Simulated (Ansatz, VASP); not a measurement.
Li in VASP and in Ansatz

```xyz
2
Lattice="0.0000 -2.0886 -2.0886 0.0000 2.0886 -2.0886 4.1772 0.0000 0.0000" Properties=species:S:1:pos:R:3 pbc="T T T"
Li    2.0886   -0.3400   -2.3436
Li    0.0000    0.3400    0.2550
```

Change from the starting cell: mode 4 frozen in at -0.340 Å and mode 5 at -0.255 Å (largest displacements).

Alike in both runs: task single point; functional PBE; dispersion D3(BJ); k mesh 16 × 16 × 12; occupations gaussian, width 0.15 eV; no spin polarisation.

|  | VASP | Ansatz |
| --- | --- | --- |
| version | VASP 6.6.1 | Ansatz 0.2.0 |
| potentials or method | VASP PAW PBE potentials, release 64 (Li_sv), cutoff 520 eV | scalar-relativistic, plane waves, PAW |
| valence electrons in the cell | 6 | 6 |

|  | VASP | Ansatz | Ansatz less VASP |
| --- | --- | --- | --- |
| gap on the k mesh at the Fermi level (eV) | none | none | - |
| rms of the force components (eV/Å) | 0.234 | 0.234 | -0.0006 |

Atom by atom the forces differ by 0.001 eV/Å (rms over components). A gap of «none» marks a metal or a gap that the smearing closes.

Noted on VASP's run: the cutoff is under 1.25 times that of the potentials, so the pressure is a little rough.
